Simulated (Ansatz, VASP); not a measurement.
**GaN: VASP beside Ansatz**

```
Ga N
1.0
     3.21843    0.00000    0.00000
    -1.60921    2.78724    0.00000
     0.00000    0.00000    5.24303
Ga N
2 2
Direct
  0.33333 0.66667 0.00867
  0.66667 0.33333 0.48960
  0.33333 0.66667 0.37673
  0.66667 0.33333 0.87501
```

Change from the starting cell: mode 6 (319.1 1/cm) frozen in, largest displacement +0.050 Å.

Alike in both runs: task single point; functional PBE; k mesh 12 × 12 × 6; occupations gaussian, width 0.05 eV; no spin polarisation.

|  | VASP | Ansatz |
| --- | --- | --- |
| version | VASP 6.6.1 | Ansatz 0.2.0 |
| potentials or method | VASP PAW PBE potentials, release 64 (Ga_d, N), cutoff 520 eV | scalar-relativistic, plane waves, PAW |
| valence electrons in the cell | 36 | 36 |

|  | VASP | Ansatz | Ansatz less VASP |
| --- | --- | --- | --- |
| gap on the k mesh at the Fermi level (eV) | 1.59 | 1.58 | -0.002 |
| least direct gap on the mesh (eV) | 1.59 | 1.58 | -0.002 |
| pressure (GPa) | 0.5 | 0.3 | -0.17 |
| traceless stress, the component that is largest in VASP (GPa) | 0.20 | 0.18 | -0.012 |
| rms of the force components (eV/Å) | 0.536 | 0.536 | -0.0005 |

Atom by atom the forces differ by 0.002 eV/Å (rms over components).
